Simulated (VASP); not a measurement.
# Nb16H (a cell with a defect) in VASP: further runs, part 2 of 2

VASP 6.6.1. Earlier steps stand in the parts before.

## (3) Single point, PBE

INCAR

```
SYSTEM = Nb16H
PREC     = Accurate       ! precision mode
ENCUT    = 520            ! plane-wave cutoff, eV
EDIFF    = 1E-6           ! SCF threshold, eV
ISMEAR   = -1             ! smearing method
SIGMA    = 0.05           ! smearing width, eV
LREAL    = Auto         
LASPH    = .True.         ! aspherical terms in the spheres
NELM     = 100            ! most SCF steps
ALGO     = Normal         ! electronic algorithm
ISIF     = 2              ! what is computed and relaxed
LWAVE    = .False.        ! write WAVECAR
LCHARG   = .True.         ! write CHGCAR
GGA      = PE             ! functional
LELF     = .True.         ! ELF
LVHAR    = .True.       
NBANDS   = 118            ! bands
```

KPOINTS

```
Automatic mesh
0
Gamma
  3 3 3
  0 0 0
```

POSCAR

```
Nb16H
1.0
    6.6000000000      0.0000000000      0.0000000000
    0.0000000000      6.6000000000      0.0000000000
    0.0000000000      0.0000000000      6.6000000000
Nb H
16 1
Direct
   -0.0065383333      0.0000759091     -0.0051077273
    0.5065893939      0.0000759091     -0.0051086364
    0.0001356061      0.5000771212      0.0021254545
   -0.0009340909      0.0000774242      0.5004340909
    0.2500237879      0.2566359091      0.2559913636
    0.4999124242      0.5000771212      0.0021254545
    0.5009828788      0.0000774242      0.5004337879
    0.7500240909      0.2499803030      0.2487648485
    0.0002213636      0.5000780303      0.5027803030
    0.2500239394      0.7435287879      0.2559863636
    0.2500250000      0.2510133333      0.7504715152
    0.4998260606      0.5000780303      0.5027795455
    0.7500240909      0.7501734848      0.2487636364
    0.7500240909      0.2499200000      0.7480850000
    0.2500250000      0.7491395455      0.7504689394
    0.7500240909      0.7502286364      0.7480824242
    0.2500257576      0.0000971212      0.1255216667
```

Potentials or basis: VASP PAW PBE potentials, release 64 (Nb_sv, H).

Run with:

```console
> cat potpaw_PBE.64/Nb_sv/POTCAR potpaw_PBE.64/H/POTCAR > POTCAR
> mpirun -np 1 vasp_std > vasp.out
```

OUTCAR:

```text
SYSTEM = Nb16H
   PREC = Accurate
   ENCUT = 520
   EDIFF = 1E-6
   ISMEAR = -1
   LREAL = Auto
   LASPH = .True.
   NELM = 100
   ISIF = 2
   GGA = PE

 ion  position               nearest neighbor table
   1  0.993  0.000  0.995-  17 1.90  14 2.82  16 2.82  13 2.85   8 2.85  11 2.87  15 2.87  10 2.95
                             5 2.95
   2  0.507  0.000  0.995-  17 1.90  14 2.82  16 2.82  13 2.85   8 2.85  11 2.87  15 2.87  10 2.95
                             5 2.95
   3  0.000  0.500  0.002-  13 2.85   8 2.85   5 2.85  10 2.85  11 2.86  15 2.86  16 2.87  14 2.87
[... 23 lines left out ...]
  15  0.250  0.749  0.750-  12 2.84   9 2.84   6 2.86   3 2.86   7 2.87   4 2.87   1 2.87   2 2.87

  16  0.750  0.750  0.748-   2 2.82   1 2.82   9 2.84  12 2.84   7 2.84   4 2.84   3 2.87   6 2.87

  17  0.250  0.000  0.126-   5 1.90  10 1.90   1 1.90   2 1.90

  LATTYP: Found a simple cubic cell.
 ALAT       =     6.6000000000

  Lattice vectors:

 A1 = (   6.6000000000,   0.0000000000,   0.0000000000)
 A2 = (   0.0000000000,   6.6000000000,   0.0000000000)
[... 197 lines left out ...]
 fundamental gap:      0.0553610518
 Fermi energy:        11.2628312468

 k-point     1 :       0.0000    0.0000    0.0000
  band No.  band energies     occupation
      1     -43.0807      2.00000
      2     -42.8934      2.00000
      3     -42.8786      2.00000
      4     -42.8784      2.00000
      5     -42.8591      2.00000
      6     -42.8477      2.00000
[... 1179 lines left out ...]
    115      13.6691      0.00000
    116      13.6937      0.00000
 [bands above 116 left out]

------------------------ aborting loop because EDIFF is reached ----------------------------------------

  FORCE on cell =-STRESS in cart. coord.  units (eV):
  Direction    XX          YY          ZZ          XY          YZ          ZX
  --------------------------------------------------------------------------------------
  -------------------------------------------------------------------------------------
  Total        4.2142939      4.2242507      3.5721042      0.0000000     -0.0004299      0.0000000
  in kB       23.4857049     23.5411926     19.9068663      0.0000000     -0.0023960      0.0000000
  external PRESSURE =      22.3112546 kB  Pullay stress =       0.0000000 kB

 VOLUME and BASIS-vectors are now :
 -----------------------------------------------------------------------------
  energy-cutoff  :      520.00
  volume of cell :      287.50
      direct lattice vectors                 reciprocal lattice vectors
     6.600000000  0.000000000  0.000000000     0.151515152  0.000000000  0.000000000
     0.000000000  6.600000000  0.000000000     0.000000000  0.151515152  0.000000000
     0.000000000  0.000000000  6.600000000     0.000000000  0.000000000  0.151515152

 POSITION                                       TOTAL-FORCE (eV/Angst)
 -----------------------------------------------------------------------------------
      6.55685      0.00050      6.56629         0.002220      0.000088     -0.006368
      3.34349      0.00050      6.56628        -0.002220      0.000088     -0.006368
      0.00090      3.30051      0.01403        -0.004689      0.000027      0.001664
      6.59384      0.00051      3.30286         0.001044     -0.000016     -0.000990
      1.65016      1.69380      1.68954         0.000000     -0.000267      0.006934
      3.29942      3.30051      0.01403         0.004689      0.000027      0.001664
[... 9 lines left out ...]
      4.95016      4.95151      4.93734         0.000000      0.000431      0.003478
      1.65017      0.00064      0.82844         0.000000     -0.000638     -0.002674
 -----------------------------------------------------------------------------------
    total drift:                                0.276896     -0.000917      0.006454

  FREE ENERGIE OF THE ION-ELECTRON SYSTEM (eV)
  ---------------------------------------------------
  free  energy   TOTEN  =      -167.5203447282 eV

  energy  without entropy=     -167.4181360176  energy(sigma->0) =     -167.46924037
```

OSZICAR:

```text
N       E                     dE             d eps       ncg     rms          rms(c)
DAV:   1     0.314086070582E+04    0.31409E+04   -0.11466E+05  2360   0.188E+03
DAV:   2     0.128858284581E+03   -0.30120E+04   -0.29615E+04  2628   0.828E+02
DAV:   3    -0.144075207986E+03   -0.27293E+03   -0.26362E+03  3752   0.171E+02
DAV:   4    -0.172198377077E+03   -0.28123E+02   -0.26855E+02  4032   0.494E+01
DAV:   5    -0.174292398797E+03   -0.20940E+01   -0.19803E+01  3936   0.135E+01    0.293E+01
DAV:   6    -0.168068669881E+03    0.62237E+01   -0.14529E+01  3336   0.164E+01    0.100E+01
DAV:   7    -0.167419002889E+03    0.64967E+00   -0.62229E+00  3536   0.103E+01    0.415E+00
DAV:   8    -0.167455189400E+03   -0.36187E-01   -0.11027E+00  3568   0.453E+00    0.359E+00
DAV:   9    -0.167522978888E+03   -0.67789E-01   -0.34920E-01  3736   0.294E+00    0.735E-01
DAV:  10    -0.167527594102E+03   -0.46152E-02   -0.18827E-01  3816   0.221E+00    0.481E-01
DAV:  11    -0.167519985102E+03    0.76090E-02   -0.45179E-02  3520   0.106E+00    0.133E-01
DAV:  12    -0.167520430687E+03   -0.44559E-03   -0.64753E-03  3984   0.280E-01    0.918E-02
DAV:  13    -0.167520373572E+03    0.57115E-04   -0.71250E-04  3800   0.135E-01    0.408E-02
DAV:  14    -0.167520360217E+03    0.13354E-04   -0.11824E-04  3984   0.520E-02    0.273E-02
DAV:  15    -0.167520348882E+03    0.11336E-04   -0.29433E-05  3584   0.281E-02    0.132E-02
DAV:  16    -0.167520346086E+03    0.27959E-05   -0.84451E-06  2776   0.144E-02    0.594E-03
DAV:  17    -0.167520344983E+03    0.11026E-05   -0.15951E-06  1624   0.777E-03    0.359E-03
DAV:  18    -0.167520344728E+03    0.25488E-06   -0.89156E-07  1552   0.527E-03
   1 F= -.16752034E+03 E0= -.16746924E+03  d E =-.102209E+00
```

stdout:

```text
POSCAR found type information on POSCAR NbH
 POSCAR found :  2 types and      17 ions
 scaLAPACK will be used
 LDA part: xc-table for (Slater+PW92), standard interpolation
 POSCAR, INCAR and KPOINTS ok, starting setup
 FFT: planning ... GRIDC
 FFT: planning ... GRID_SOFT
 FFT: planning ... GRID
 WAVECAR not read
 entering main loop
```

Run time: 17 min. Hardware: 1 thread of Intel Xeon 8259CL, shared host; peak memory 0.47 GiB.

What came out:

```
Free energy            : -167.5203 eV
Pressure               : 2.2 GPa
Largest force          : 0.007 eV/Å
Band gap on the k mesh : zero (an odd number of electrons rules out a gap without spin polarisation)
```

Forces on the atoms (eV/Å):
```
Nb   0.002  0.000 -0.006
Nb  -0.002  0.000 -0.006
Nb  -0.005  0.000  0.002
Nb   0.001  0.000 -0.001
Nb   0.000  0.000  0.007
Nb   0.005  0.000  0.002
Nb  -0.001  0.000 -0.001
Nb   0.000  0.004 -0.001
Nb  -0.003  0.000  0.000
Nb   0.000  0.000  0.007
Nb   0.000  0.000 -0.002
Nb   0.003  0.000  0.000
Nb   0.000 -0.004 -0.001
Nb   0.000  0.000  0.003
Nb   0.000  0.000 -0.002
Nb   0.000  0.000  0.003
H    0.000 -0.001 -0.003
```

The gap in the log of VASP goes by the Fermi energy; the results here count the filled bands.